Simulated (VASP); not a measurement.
Nb: relaxation of cell and atoms with PBEsol

Crystal: Nb.

```
CELL_PARAMETERS angstrom
-1.61355 1.61355 1.61355
1.61355 -1.61355 1.61355
1.61355 1.61355 -1.61355
ATOMIC_POSITIONS crystal
Nb 0.00000 0.00000 0.00000
```

| Property | Result |
| --- | --- |
| Program | VASP 6.6.1 |
| Task | relaxation of cell and atoms |
| Functional | PBEsol |
| Potentials or basis | VASP PAW PBE potentials, release 64 (Nb_sv) |
| Cutoff | 600 eV |
| k mesh | 18 × 18 × 18 |
| Occupations | gaussian, width 0.1 eV |
| Spin | no spin polarisation |
| Target pressure | 8 GPa |
| Dipole correction | no |
| Further INCAR settings | ALGO = Normal; EDIFF = 1e-06; IBRION = 2; EDIFFG = -0.008; NSW = 70; ISIF = 3 |

```json
{"Relaxed volume": "16.79 Å³/atom", "Relaxed cell": "a = 2.794 Å, b = 2.794 Å, c = 2.794 Å, α = 109.47°, β = 109.47°, γ = 109.47°", "Space group after relaxing (to 0.1 Å)": "Im-3m (No. 229)", "Energy change on relaxing (the run minimises the enthalpy)": "+0.6 meV/atom", "Ionic steps": "3", "Pressure after relaxing": "8.0 GPa", "Band gap on the k mesh": "zero (an odd number of electrons rules out a gap without spin polarisation)"}
```

Step by step:
```
step  energy change (eV)  largest force (eV/Å)  pressure (GPa)  volume (Å³)
   1              0.0000                0.0000            7.83        16.80
   2              0.0023                0.0000            8.38        16.76
   3              0.0006                0.0000            8.01        16.79
```

Final structure:
```xyz
1
Lattice="-1.6131 1.6131 1.6131 1.6131 -1.6131 1.6131 1.6131 1.6131 -1.6131" Properties=species:S:1:pos:R:3 pbc="T T T"
Nb    0.0000    0.0000    0.0000
```

Levels at points of the mesh, in eV from the Fermi level:
| k point | band 2 | band 3 | band 4 | band 5 | band 6 | band 7 | band 8 | band 9 | band 10 |
| --- | --- | --- | --- | --- | --- | --- | --- | --- | --- |
| (0.00, 0.00, 0.00) | -29.34 | -29.34 | -29.34 | -6.09 | 0.34 | 0.34 | 0.34 | 3.49 | 3.49 |
| (0.50, 0.00, 0.00) | -31.04 | -29.87 | -29.36 | -4.04 | -1.89 | 2.66 | 3.57 | 4.32 | 7.01 |
| (0.50, 0.50, 0.50) | -30.49 | -30.49 | -30.49 | -4.16 | -4.16 | 6.14 | 6.14 | 6.14 | 9.67 |

Run time: 31 s on 1 thread of Intel(R) Xeon(R) 6975P-C (Granite Rapids), on a shared host, peak memory 0.17 GiB.

Caveat: the cell is relaxed towards a set pressure, so the run minimises the enthalpy, not the energy; the PAW data sets were made with another functional, which shifts forces and pressure a little.
